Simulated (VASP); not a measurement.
# Ca in VASP: a series of runs, part 2 of 2

VASP 6.6.1. Earlier steps stand in the parts before.

## 3. Single point, PBE

Contents of INCAR:

```
SYSTEM = Ca
  PREC = Accurate
  ENCUT = 520
  EDIFF = 1E-6
  ISMEAR = -1
  SIGMA = 0.08
  LREAL = .False.
  LASPH = .True.
  NELM = 100
  ALGO = Normal
  ISIF = 2
  LWAVE = .False.
  LCHARG = .False.
  LDIPOL = .True.
  IDIPOL = 3
  DIPOL = 0.5 0.5 0.500
  GGA = PE
  NBANDS = 22
```

Contents of KPOINTS:

```
Automatic mesh
0
Gamma
  9 9 1
  0 0 0
```

Contents of POSCAR:

```
Ca
1.0
    3.9070577562      0.0000000000      0.0000000000
    0.0000000000      3.9070577562      0.0000000000
    0.0000000000      0.0000000000     25.5254000000
Ca
3
Direct
    0.0000000000      0.0000000000      0.3949623065
    0.5000000000      0.5000000000      0.5000000010
    0.0000000000      0.0000000000      0.6050376925
```

Potentials or basis: VASP PAW PBE potentials, release 64 (Ca_sv).

Run with:

```sh
cat potpaw_PBE.64/Ca_sv/POTCAR > POTCAR
mpirun -np 1 vasp_std > vasp.out
```

Wall time 3.5 min (1 thread of Intel Xeon Platinum 8259CL at 2.50GHz (Skylake/Cascade Lake), shared host); peak memory 0.46 GiB.

It converged, with:

```
Free energy            : -4.9565 eV
Largest force          : 0.006 eV/Å
Band gap on the k mesh : zero (band 15 reaches -1.02 eV, above the bottom of band 16 at -1.14 eV)
```

Forces on the atoms (eV/Å):
```
Ca   0.000  0.000 -0.006
Ca   0.000  0.000  0.000
Ca   0.000  0.000  0.006
```

Levels at points of the mesh, in eV from the Fermi level:
```csv
k point,band 12,band 13,band 14,band 15,band 16,band 17,band 18,band 19
"(0.00, 0.00, 0.00)",-22.78,-3.72,-2.70,-1.29,0.39,0.59,0.59,1.00
```

## 4. Single point, PBE

Contents of INCAR:

```
PREC = Accurate ; ENCUT = 520
EDIFF = 1E-7 ; ISMEAR = -1
SIGMA = 0.08 ; LREAL = False
LASPH = True ; NELM = 80
ALGO = Normal ; ISIF = 2
LWAVE = False ; LCHARG = False
LDIPOL = True ; IDIPOL = 3
DIPOL = 0.5 0.5 0.500 ; GGA = PE
NBANDS = 22
```

Contents of KPOINTS:

```
Automatic mesh
0
Gamma
  9 9 1
```

POSCAR is that of step 3.

Potentials or basis: VASP PAW PBE potentials, release 64 (Ca_sv).

Run with:

```sh
cat potpaw_PBE.64/Ca_sv/POTCAR > POTCAR
mpirun -np 1 vasp_std > vasp.out
```

OUTCAR:

```text
PREC = Accurate
   ENCUT = 520
   EDIFF = 1E-7
   ISMEAR = -1
   LREAL = False
   LASPH = True
   NELM = 80
   ISIF = 2
   GGA = PE

 ion  position               nearest neighbor table
   1  0.000  0.000  0.395-
   2  0.500  0.500  0.500-
   3  0.000  0.000  0.605-

  LATTYP: Found a simple tetragonal cell.
 ALAT       =     3.9070577562
 C/A-ratio  =     6.5331514384

  Lattice vectors:

[... 559 lines left out ...]

  FORCE on cell =-STRESS in cart. coord.  units (eV):
  Direction    XX          YY          ZZ          XY          YZ          ZX
  --------------------------------------------------------------------------------------
  -------------------------------------------------------------------------------------
  Total       -0.5085775     -0.5085775      0.0101837      0.0000000      0.0000000      0.0000000
  in kB       -2.0911995     -2.0911995      0.0418739      0.0000000      0.0000000      0.0000000
  external PRESSURE =      -1.3801750 kB  Pullay stress =       0.0000000 kB

 VOLUME and BASIS-vectors are now :
 -----------------------------------------------------------------------------
  energy-cutoff  :      520.00
  volume of cell :      389.65
      direct lattice vectors                 reciprocal lattice vectors
     3.907057756  0.000000000  0.000000000     0.255947074  0.000000000  0.000000000
     0.000000000  3.907057756  0.000000000     0.000000000  0.255947074  0.000000000
     0.000000000  0.000000000 25.525400000     0.000000000  0.000000000  0.039176663

 POSITION                                       TOTAL-FORCE (eV/Angst)
 -----------------------------------------------------------------------------------
      0.00000      0.00000     10.08157         0.000000     -0.000000     -0.006273
      1.95353      1.95353     12.76270         0.000000      0.000000     -0.000000
      0.00000      0.00000     15.44383        -0.000000      0.000000      0.006273
 -----------------------------------------------------------------------------------
    total drift:                                0.000000      0.000000     -0.000000

  FREE ENERGIE OF THE ION-ELECTRON SYSTEM (eV)
  ---------------------------------------------------
  free  energy   TOTEN  =        -4.9564847999 eV

  energy  without entropy=       -4.8756764547  energy(sigma->0) =       -4.91608063

 vacuum level on the upper side and lower side of the slab         1.573         1.573
```

OSZICAR:

```text
N       E                     dE             d eps       ncg     rms          rms(c)
DAV:   1     0.177181255821E+03    0.17718E+03   -0.14589E+04   940   0.102E+03
DAV:   2     0.913678184767E+01   -0.16804E+03   -0.16529E+03   756   0.287E+02
DAV:   3    -0.449449426732E+01   -0.13631E+02   -0.13396E+02  1270   0.464E+01
DAV:   4    -0.576946737219E+01   -0.12750E+01   -0.12670E+01  1048   0.176E+01
[... 15 lines left out ...]
DAV:  20    -0.495648332976E+01   -0.13764E-05   -0.11030E-07   666   0.894E-04    0.157E-04
DAV:  21    -0.495648393472E+01   -0.60496E-06   -0.50568E-08   688   0.405E-04    0.659E-05
DAV:  22    -0.495648434463E+01   -0.40992E-06   -0.12478E-08   624   0.301E-04    0.738E-05
DAV:  23    -0.495648472056E+01   -0.37593E-06   -0.11378E-08   622   0.280E-04    0.658E-05
DAV:  24    -0.495648479990E+01   -0.79333E-07   -0.19990E-09   638   0.157E-04
   1 F= -.49564848E+01 E0= -.49160806E+01  d E =-.808083E-01
```

stdout:

```text
POSCAR found type information on POSCAR Ca
 POSCAR found :  1 types and       3 ions
 scaLAPACK will be used
 LDA part: xc-table for (Slater+PW92), standard interpolation
 POSCAR, INCAR and KPOINTS ok, starting setup
 FFT: planning ... GRIDC
 FFT: planning ... GRID_SOFT
 FFT: planning ... GRID
 WAVECAR not read
 entering main loop
```

Wall time 3.6 min (1 thread of Intel Xeon Platinum 8259CL at 2.50GHz (Skylake/Cascade Lake), shared host); peak memory 0.46 GiB.

What came out:

```yaml
Free_energy: -4.9565 eV
Largest_force: 0.006 eV/Å
Band_gap_on_the_k_mesh: zero (band 15 reaches -1.02 eV, above the bottom of band 16 at -1.14 eV)
```

Forces on the atoms (eV/Å):
```
Ca   0.000  0.000 -0.006
Ca   0.000  0.000  0.000
Ca   0.000  0.000  0.006
```
